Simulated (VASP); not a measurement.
A run of VASP 6.6.1 is set up as follows.

INCAR

```
SYSTEM = Mn
PREC     = Accurate       ! precision mode
ENCUT    = 500            ! plane-wave cutoff, eV
EDIFF    = 1E-6           ! SCF threshold, eV
ISMEAR   = 0              ! smearing method
SIGMA    = 0.1            ! smearing width, eV
LREAL    = .FALSE.        ! projectors in reciprocal space
LASPH    = .TRUE.         ! aspherical terms in the spheres
NELM     = 200            ! most SCF steps
ALGO     = Normal         ! electronic algorithm
ISIF     = 2              ! what is computed and relaxed
LWAVE    = .FALSE.        ! write WAVECAR
LCHARG   = .FALSE.        ! write CHGCAR
ISPIN    = 2              ! spin polarisation
MAGMOM   = 2              ! initial moments
LORBIT   = 11             ! projections on sites
LMAXMIX  = 4              ! l up to which the mixer works
GGA      = PE             ! functional
NBANDS   = 16             ! bands
GGA_COMPAT= .FALSE.
```

File KPOINTS:

```
Automatic mesh
0
G
  2 2 2
  0 0 0
```

The input POSCAR:

```
Mn
1.0
   -1.3932737400      1.3932737400      1.3932737400
    1.3932737400     -1.3932737400      1.3932737400
    1.3932737400      1.3932737400     -1.3932737400
Mn
1
Direct
    0.0000000000      0.0000000000      0.0000000000
```

Potentials or basis: VASP PAW PBE potentials, release 64 (Mn_pv).

Command:

```sh
$ cat potpaw_PBE.64/Mn_pv/POTCAR > POTCAR
$ mpirun -np 1 vasp_std > vasp.out
```

Problem. Estimate the pressure.

Solution. 25.0 GPa.

Problem. Estimate the site moments.

Solution. Mn +2.14 μB.

Problem. Estimate the net moment.

Solution. 2.50 μB per cell.

Caveat: the k points lie up to 1.59 Å⁻¹ apart.
